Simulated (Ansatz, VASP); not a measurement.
**Two plane-wave programs on C**

```xyz
2
Lattice="0.0000 1.7089 1.7089 1.7089 0.0000 1.7089 1.7089 1.7089 0.0000" Properties=species:S:1:pos:R:3 pbc="T T T"
C     0.0000    0.0000    0.0000
C     0.8545    0.8545    0.8545
```

Change from the starting cell: hydrostatic strain -4.0%.

Alike in both runs: task single point; functional HSE06; k mesh 8 × 8 × 8; no spin polarisation.

|  | VASP | Ansatz |
| --- | --- | --- |
| version | VASP 6.6.1 | Ansatz 0.2.0 |
| potentials or method | VASP PAW PBE potentials, release 64 (C) | plane waves, PAW |
| plane-wave cutoff (eV) | 520 | 420 |
| occupations | gaussian, width 0.01 eV | fixed |
| valence electrons in the cell | 8 | 8 |

|  | VASP | Ansatz | Ansatz less VASP |
| --- | --- | --- | --- |
| gap on the k mesh at the Fermi level (eV) | 5.60 | 5.62 | +0.013 |
| pressure (GPa) | 64.4 | 62.9 | -1.54 |

Both programs put the cell under a high pressure, so it lies far from rest at this level. Ansatz's warnings: stress exchange threshold loose, stress scf threshold loose.

Noted on VASP's run: the cell as given lies far from equilibrium.
